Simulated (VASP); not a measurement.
# SnTe (P6_3mc) in VASP: relaxation of cell and atoms with PBE

Aim: the relaxation of cell and atoms of SnTe with PBE.

Program: VASP 6.6.1. These are calculated values, not measurements. Logs are shortened: lines on timing, memory, paths and dates and some standing lists are left out, and cuts for length are marked.

## (1) The cell of the first run

The structure is hexagonal, space group P6_3mc (No. 186). Conventional cell: a = 4.408 Å, b = 4.408 Å, c = 8.231 Å, α = 90.00°, β = 90.00°, γ = 120.00°. Sn (site symmetry 3m) has 6 Te at 3.06 to 3.51 Å and 2 Sn at 4.12 Å within 4.2 Å. Within 4.0 Å of Te (site symmetry 3m) lie 6 Sn at 3.06 to 3.51 Å.

## (2) Relaxation of cell and atoms, PBE

Contents of INCAR:

```
SYSTEM = SnTe
PREC     = Accurate       ! precision mode
ENCUT    = 600            ! plane-wave cutoff, eV
EDIFF    = 1E-6           ! SCF threshold, eV
ISMEAR   = 0              ! smearing method
SIGMA    = 0.1            ! smearing width, eV
LREAL    = .False.        ! projectors in reciprocal space
LASPH    = .True.         ! aspherical terms in the spheres
NELM     = 100            ! most SCF steps
ALGO     = Normal         ! electronic algorithm
ISIF     = 3              ! what is computed and relaxed
LWAVE    = .False.        ! write WAVECAR
LCHARG   = .False.        ! write CHGCAR
GGA      = PE             ! functional
IBRION   = 2              ! ionic algorithm
NSW      = 100            ! ionic steps
EDIFFG   = -0.01          ! ionic threshold
```

Contents of KPOINTS:

```
regular mesh
0
Gamma
  12 12 6
  0 0 0
```

Contents of POSCAR:

```
SnTe
1.0
    4.4082640362      0.0000000000      0.0000000000
   -2.2041320181      3.8176686419      0.0000000000
    0.0000000000      0.0000000000      8.2306448852
Sn Te
2 2
Direct
    0.0000000000      0.0000000000      0.9784335296
    0.0000000000      0.0000000000      0.4784335296
    0.3333333333      0.6666666667      0.7715043235
    0.6666666667      0.3333333333      0.2715043235
```

Potentials or basis: VASP PAW PBE potentials, release 64 (Sn_d, Te).

Launch:

```console
$ cat potpaw_PBE.64/Sn_d/POTCAR potpaw_PBE.64/Te/POTCAR > POTCAR
$ mpirun -np 1 vasp_std > vasp.out
```

OUTCAR:

```text
SYSTEM = SnTe
   PREC = Accurate
   ENCUT = 600
   EDIFF = 1E-6
   ISMEAR = 0
   LREAL = .False.
   LASPH = .True.
   NELM = 100
   ISIF = 3
   GGA = PE
   IBRION = 2
   NSW = 100
   EDIFFG = -0.01

 ion  position               nearest neighbor table
   1  0.000  0.000  0.978-   3 3.06   3 3.06   3 3.06   4 3.51   4 3.51   4 3.51
   2  0.000  0.000  0.478-   4 3.06   4 3.06   4 3.06   3 3.51   3 3.51   3 3.51
   3  0.333  0.667  0.772-   1 3.06   1 3.06   1 3.06   2 3.51   2 3.51   2 3.51
   4  0.667  0.333  0.272-   2 3.06   2 3.06   2 3.06   1 3.51   1 3.51   1 3.51

  LATTYP: Found a hexagonal cell.
 ALAT       =     4.4082640362
 C/A-ratio  =     1.8670943522

  Lattice vectors:

 A1 = (   4.4082640362,   0.0000000000,   0.0000000000)
 A2 = (  -2.2041320181,   3.8176686419,   0.0000000000)
 A3 = (   0.0000000000,   0.0000000000,   8.2306448852)

Analysis of symmetry for initial positions (statically):
=====================================================================
 Subroutine PRICEL returns:
 Original cell was already a primitive cell.

 Routine SETGRP: Setting up the symmetry group for a
 hexagonal supercell.

 Subroutine GETGRP returns: Found 12 space group operations
 (whereof  6 operations were pure point group operations)
 out of a pool of 24 trial point group operations.

The static configuration has the point symmetry C_3v.
 The point group associated with its full space group is C_6v.

Analysis of symmetry for dynamics (positions and initial velocities):
=====================================================================
 Subroutine PRICEL returns:
 Original cell was already a primitive cell.

 Routine SETGRP: Setting up the symmetry group for a
 hexagonal supercell.

 Subroutine GETGRP returns: Found 12 space group operations
 (whereof  6 operations were pure point group operations)
 out of a pool of 24 trial point group operations.

The dynamic configuration has the point symmetry C_3v.
 The point group associated with its full space group is C_6v.

 Subroutine INISYM returns: Found 12 space group operations
 (whereof  6 operations are pure point group operations),
 and found     1 'primitive' translations

----------------------------------------------------------------------------------------

                                     Primitive cell

  volume of cell :     138.5159

  direct lattice vectors                    reciprocal lattice vectors
     4.408264036  0.000000000  0.000000000     0.226846666  0.130969984  0.000000000
    -2.204132018  3.817668642  0.000000000     0.000000000  0.261939968  0.000000000
     0.000000000  0.000000000  8.230644885     0.000000000  0.000000000  0.121497163

  length of vectors
     4.408264036  4.408264036  8.230644885     0.261939968  0.261939968  0.121497163

  position of ions in fractional coordinates (direct lattice)
     0.000000000  0.000000000  0.978433530
     0.000000000  0.000000000  0.478433530
     0.333333333  0.666666667  0.771504323
     0.666666667  0.333333333  0.271504323

  ion indices of the primitive-cell ions
   primitive index   ion index
                 1           1
                 2           2
                 3           3
                 4           4

----------------------------------------------------------------------------------------

 KPOINTS: regular mesh

Automatic generation of k-mesh.
 Grid dimensions read from file:
 generate k-points for:   12   12    6

 Generating k-lattice:

  Cartesian coordinates                     Fractional coordinates (reciprocal lattice)
     0.018903889  0.010914165  0.000000000     0.083333333  0.000000000  0.000000000
     0.000000000  0.021828331  0.000000000     0.000000000  0.083333333  0.000000000
     0.000000000  0.000000000  0.020249527     0.000000000  0.000000000  0.166666667

  Length of vectors
     0.021828331  0.021828331  0.020249527

  Shift w.r.t. Gamma in fractional coordinates (k-lattice)
     0.000000000  0.000000000  0.000000000

 Subroutine IBZKPT returns following result:
 ===========================================

 Found     76 irreducible k-points:

 Following reciprocal coordinates:
            Coordinates               Weight
  0.000000  0.000000  0.000000      1.000000
  0.083333 -0.000000  0.000000      6.000000
  0.166667 -0.000000  0.000000      6.000000
  0.250000 -0.000000  0.000000      6.000000
  0.333333 -0.000000  0.000000      6.000000
  0.416667 -0.000000  0.000000      6.000000
[... 16 lines left out ...]
  0.250000 -0.000000  0.166667     12.000000
  0.333333 -0.000000  0.166667     12.000000
 [... further k-points ...]
   k-points           NKPTS =     76   k-points in BZ     NKDIM =     76   number of bands    NBANDS=     24
   number of dos      NEDOS =    301   number of ions     NIONS =      4
   total plane-waves  NPLWV =  90720
   dimension x,y,z NGX =    36 NGY =   36 NGZ =   70
   dimension x,y,z NGXF=    72 NGYF=   72 NGZF=  140
   ions per type =               2   2
   NGX,Y,Z   is equivalent  to a cutoff of  13.58, 13.58, 14.14 a.u.
   NGXF,Y,Z  is equivalent  to a cutoff of  27.15, 27.15, 28.28 a.u.
 SYSTEM =  SnTe
   PREC   = accura    normal or accurate (medium, high low for compatibility)
   ISTART =      0    job   : 0-new  1-cont  2-samecut
   ICHARG =      2    charge: 1-file 2-atom 10-const
   ISPIN  =      1    spin polarized calculation?
   LNONCOLLINEAR =      F non collinear calculations
   LSORBIT =      F    spin-orbit coupling
   LASPH  =      T    aspherical Exc in radial PAW
   ENCUT  =  600.0 eV  44.10 Ry    6.64 a.u.   8.80  8.80 16.44*2*pi/ulx,y,z
   NELM   =    100;   NELMIN=  2; NELMDL= -5     # of ELM steps
   EDIFF  = 0.1E-05   stopping-criterion for ELM
   LREAL  =      F    real-space projection
   EDIFFG = -.1E-01   stopping-criterion for IOM
   NSW    =    100    number of steps for IOM
   IBRION =      2    ionic relax: 0-MD 1-quasi-New 2-CG
   NFREE  =      1    steps in history (QN), initial steepest desc. (CG)
   ISIF   =      3    stress and relaxation
   ISYM   =      2    0-nonsym 1-usesym 2-fastsym
   POTIM  = 0.5000    time-step for ionic-motion
   TEBEG  =    0.0;   TEEND  =   0.0 temperature during run
   PSTRESS=    0.0 pullay stress
   NELECT =      40.0000    total number of electrons
   NUPDOWN=      -1.0000    fix difference up-down
   EMIN   =  10.00;   EMAX   =-10.00  energy-range for DOS
   EFERMI =   0.00;   METHOD = LEGACY
   ISMEAR =     0;   SIGMA  =   0.10  broadening in eV -4-tet -1-fermi 0-gaus
   EFERMI_NEDOS =   21; number of points for ismear=-14 and -15
   IALGO  =     38    algorithm
   IMIX   =      4    mixing-type and parameters
     AMIX     =   0.40;   BMIX     =  1.00
     AMIX_MAG =   1.60;   BMIX_MAG =  1.00
  volume/ion in A,a.u.               =      34.63       233.69
  Fermi-wavevector in a.u.,A,eV,Ry     =   1.082086  2.044845 15.931186  1.170909
  Thomas-Fermi vector in A             =   2.218118
   LORBIT       =      0    0 simple, 1 ext, 2 COOP (PROOUT), +10 PAW based schemes
   GGA     = PE    functional components
   LHFCALC =     F    Hartree Fock is set to
   AEXX    =    0.0000 exact exchange contribution
   IVDW    =     0    specifies the selected vdW correction
   LEPSILON=     F    determine dielectric tensor
   LRPA    =     F    only Hartree local field effects (RPA)
 conjugate gradient relaxation of ions
 non-spin polarized calculation
 Gauss-broadening in eV      SIGMA  =   0.10
  energy-cutoff  :      600.00
  volume of cell :      138.52
 maximum number of plane-waves:      4653
 NGX is ok and might be reduce to    36
   NGX = 17   NGY = 17   NGZ = 33

--------------------------------------- Ionic step        1  -------------------------------------------

 number of electron      39.9999993 magnetization

 Free energy of the ion-electron system (eV)
  ---------------------------------------------------
  ext. energy  EPLUGINS =         0.00000000
  ---------------------------------------------------
  free energy    TOTEN  =       -14.95100157 eV

  energy without entropy =      -14.94954220  energy(sigma->0) =      -14.95027189

------------------------ aborting loop because EDIFF is reached ----------------------------------------

  FORCE on cell =-STRESS in cart. coord.  units (eV):
  Direction    XX          YY          ZZ          XY          YZ          ZX
  --------------------------------------------------------------------------------------
  -------------------------------------------------------------------------------------
  Total        0.0725082      0.0725082      0.1691352      0.0000000      0.0000000      0.0000000
  in kB        0.8386835      0.8386835      1.9563425      0.0000000      0.0000000      0.0000000
  external PRESSURE =       1.2112365 kB  Pullay stress =       0.0000000 kB

 VOLUME and BASIS-vectors are now :
 -----------------------------------------------------------------------------
  energy-cutoff  :      600.00
  volume of cell :      138.52
      direct lattice vectors                 reciprocal lattice vectors
     4.408264036  0.000000000  0.000000000     0.226846666  0.130969984  0.000000000
    -2.204132018  3.817668642  0.000000000     0.000000000  0.261939968  0.000000000
     0.000000000  0.000000000  8.230644885     0.000000000  0.000000000  0.121497163
[... 115 lines left out ...]
 POSITION                                       TOTAL-FORCE (eV/Angst)
 -----------------------------------------------------------------------------------
      4.41177      0.00000      8.06846        -0.000000      0.000000     -0.008402
     -2.20588      3.82070      3.94551        -0.000000      0.000000     -0.008402
     -0.00000      2.54714      6.36136        -0.000000      0.000000      0.008402
      2.20588      1.27357      2.23841         0.000000     -0.000000      0.008402
 -----------------------------------------------------------------------------------
    total drift:                               -0.000000     -0.000000     -0.001124

  FREE ENERGIE OF THE ION-ELECTRON SYSTEM (eV)
  ---------------------------------------------------
  free  energy   TOTEN  =       -14.9512038714 eV

  energy  without entropy=      -14.9497648504  energy(sigma->0) =      -14.95048436

--------------------------------------- Ionic step        5  -------------------------------------------

 number of electron      39.9999996 magnetization

 Free energy of the ion-electron system (eV)
  ---------------------------------------------------
  ext. energy  EPLUGINS =         0.00000000
  ---------------------------------------------------
  free energy    TOTEN  =       -14.95120376 eV

  energy without entropy =      -14.94976431  energy(sigma->0) =      -14.95048403

 E-fermi :   5.8262     XC(G=0):  -8.9902

 val. band max:        5.8145936454   @ k =   0.4167  -0.0000   0.0000
 cond. band min:       5.8430946745   @ k =   0.0833  -0.0000   0.0000
 fundamental gap:      0.0285010291
 Fermi energy:         5.8261942813

 k-point     1 :       0.0000    0.0000    0.0000
  band No.  band energies     occupation
      1     -16.0642      2.00000
      2     -16.0642      2.00000
      3     -16.0623      2.00000
      4     -16.0623      2.00000
      5     -16.0542      2.00000
      6     -16.0484      2.00000
[... 16 lines left out ...]
     23       7.5834      0.00000
     24       7.9511      0.00000
[... 598 lines left out ...]
      2     -16.0650      2.00000
      3     -16.0578      2.00000
      4     -16.0558      2.00000
      5     -16.0526      2.00000
      6     -16.0486      2.00000
[... 16 lines left out ...]
     23       7.4438      0.00000
     24       8.5784      0.00000

 [... further k-points ...]

------------------------ aborting loop because EDIFF is reached ----------------------------------------

  FORCE on cell =-STRESS in cart. coord.  units (eV):
  Direction    XX          YY          ZZ          XY          YZ          ZX
  --------------------------------------------------------------------------------------
  -------------------------------------------------------------------------------------
  Total       -0.0263638     -0.0263638      0.0301412      0.0000000      0.0000000      0.0000000
  in kB       -0.3039311     -0.3039311      0.3474778      0.0000000      0.0000000      0.0000000
  external PRESSURE =      -0.0867948 kB  Pullay stress =       0.0000000 kB

 VOLUME and BASIS-vectors are now :
 -----------------------------------------------------------------------------
  energy-cutoff  :      600.00
  volume of cell :      138.98
      direct lattice vectors                 reciprocal lattice vectors
     4.411650420  0.000000000  0.000000000     0.226672539  0.130869451  0.000000000
    -2.205825210  3.820601336  0.000000000     0.000000000  0.261738902  0.000000000
     0.000000000  0.000000000  8.245393432     0.000000000  0.000000000  0.121279840

 POSITION                                       TOTAL-FORCE (eV/Angst)
 -----------------------------------------------------------------------------------
     -0.00000      0.00000      8.06795        -0.000000     -0.000000     -0.006751
      0.00000      0.00000      3.94525         0.000000      0.000000     -0.006751
     -0.00000      2.54707      6.36098        -0.000000     -0.000000      0.006751
      2.20583      1.27353      2.23828         0.000000      0.000000      0.006751
 -----------------------------------------------------------------------------------
    total drift:                               -0.000000     -0.000000      0.003150

  FREE ENERGIE OF THE ION-ELECTRON SYSTEM (eV)
  ---------------------------------------------------
  free  energy   TOTEN  =       -14.9512037565 eV

  energy  without entropy=      -14.9497643113  energy(sigma->0) =      -14.95048403

 reached required accuracy - stopping structural energy minimisation
```

Run time: 21 min. Hardware: 1 thread of AMD EPYC 7R13, shared host; peak memory 0.47 GiB.

What came out:

```
Free energy                           : -14.9512 eV
Relaxed volume                        : 34.74 Å³/atom
Relaxed cell                          : a = 4.412 Å, b = 4.412 Å, c = 8.245 Å, α = 90.00°, β = 90.00°, γ = 120.00°
Space group after relaxing (to 0.1 Å) : P6_3mc (No. 186)
Energy gained by relaxing             : 0.1 meV/atom
Ionic steps                           : 5
Pressure after relaxing               : 0.0 GPa
Largest force after relaxing          : 0.007 eV/Å
Band gap on the k mesh                : zero (bands 20 and 21 overlap by 0.13 eV)
```

Forces on the atoms (eV/Å):
```
Sn   0.000  0.000 -0.007
Sn   0.000  0.000 -0.007
Te   0.000  0.000  0.007
Te   0.000  0.000  0.007
```

The path:
```csv
step,energy change (eV),largest force (eV/Å),pressure (GPa),volume (Å³)
1,0.0000,0.0089,0.12,138.52
2,-0.0002,0.0098,-0.03,139.04
3,-0.0002,0.0059,0.01,138.96
4,-0.0002,0.0084,-0.03,138.99
5,-0.0002,0.0068,-0.01,138.98
```

Final structure:
```cif
data_structure
_symmetry_space_group_name_H-M 'P 1'
_symmetry_Int_Tables_number 1
_cell_length_a 4.4117
_cell_length_b 4.4117
_cell_length_c 8.2454
_cell_angle_alpha 90.000
_cell_angle_beta 90.000
_cell_angle_gamma 120.000
_cell_volume 138.98
loop_
_atom_site_label
_atom_site_type_symbol
_atom_site_fract_x
_atom_site_fract_y
_atom_site_fract_z
_atom_site_occupancy
Sn1 Sn 0.00000 0.00000 0.97848 1
Sn2 Sn 0.00000 0.00000 0.47848 1
Te1 Te 0.33333 0.66667 0.77146 1
Te2 Te 0.66667 0.33333 0.27146 1
```

Levels at points of the mesh, in eV from the Fermi level:
```tsv
k point	band 18	band 19	band 20	band 21	band 22	band 23
(0.00, 0.00, 0.00)	-1.45	-1.45	-0.16	0.90	1.76	1.76
(0.50, 0.00, 0.00)	-1.95	-1.54	-1.08	-0.08	1.01	1.30
(0.00, 0.00, 0.50)	-1.61	-1.30	-1.30	1.87	1.87	1.87
(0.50, 0.00, 0.50)	-2.66	-2.62	-2.62	1.38	1.38	2.48
```

Caveat: semilocal functionals underestimate gaps, and a narrow one can read as zero; spin-orbit coupling is left out, which moves the levels of the heavy elements.

The gap in the log of VASP goes by the Fermi energy; the results here count the filled bands.